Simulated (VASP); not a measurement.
**LaW6: density of states with PBE**

The system is LaW6.

```
La W
1.0
     6.06812    0.00000    0.00000
     0.00000    6.06812    0.00000
     0.00000    0.00000    6.06812
La W
1 6
Direct
  0.00000 0.00000 0.00000
  0.50000 0.50000 0.19797
  0.50000 0.50000 0.80203
  0.19797 0.50000 0.50000
  0.80203 0.50000 0.50000
  0.50000 0.19797 0.50000
  0.50000 0.80203 0.50000
```

```
Program                 : VASP 6.6.1
Task                    : density of states
Functional              : PBE
Potentials or basis     : VASP PAW PBE potentials, release 64 (La, W_sv)
Cutoff                  : 520 eV
k mesh                  : 6 × 6 × 6
Occupations             : gaussian, width 0.1 eV
Spin                    : no spin polarisation
Dipole correction       : no
k mesh for the DOS      : 9 × 9 × 9
Occupations for the DOS : tetrahedron
Further INCAR settings  : ALGO = Normal; EDIFF = 1e-06; NBANDS = 56
```

| Quantity | Value |
| --- | --- |
| Valence electrons inside the program's atomic spheres | La 8.15; W 12.21 |

Levels at points of the mesh, in eV from the Fermi level:
```tsv
k point	band 46	band 47	band 48	band 49	band 50	band 51
(0.00, 0.00, 0.00)	-0.20	-0.20	0.45	0.45	0.45	0.55
```

It took 7.5 min on 1 thread of AMD EPYC 9R45 96-Core Processor (Zen 5), on a shared host, peak memory 0.51 GiB.

Caveat: spin-orbit coupling is left out, which moves the levels of the heavy elements.
